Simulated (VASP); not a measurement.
A run of VASP 6.6.1 is set up as follows.

INCAR

```
SYSTEM = SrCl2
  ALGO = Normal
  EDIFF = 1E-6
  ENCUT = 520
  GGA = PS
  ISIF = 2
  ISMEAR = -1
  LASPH = .TRUE.
  LCHARG = .FALSE.
  LREAL = .FALSE.
  LWAVE = .FALSE.
  NBANDS = 19
  NELM = 80
  PREC = Accurate
  SIGMA = 0.05
```

Contents of KPOINTS:

```
k-points
0
G
  7 7 7
  0 0 0
```

The input POSCAR:

```
SrCl2
1.0
    0.0000000000      3.4883500000      3.4883500000
    3.4883500000      0.0000000000      3.4883500000
    3.4883500000      3.4883500000      0.0000000000
Sr Cl
1 2
Direct
    0.0000000000      0.0000000000      0.0000000000
    0.7500000000      0.7500000000      0.7500000000
    0.2500000000      0.2500000000      0.2500000000
```

Potentials or basis: VASP PAW PBE potentials, release 64 (Sr_sv, Cl).

Run with:

```bash
$ cat potpaw_PBE.64/Sr_sv/POTCAR potpaw_PBE.64/Cl/POTCAR > POTCAR
$ mpirun -np 1 vasp_std > vasp.out
```

Problem. Predict the band gap on the k mesh.

Solution. 5.17 eV, indirect (least direct gap 5.48 eV).

Problem. Estimate the pressure.

Solution. -0.9 GPa.

Caveat: the PAW data sets were made with another functional, which shifts forces and pressure a little. A k mesh can miss the band edges.
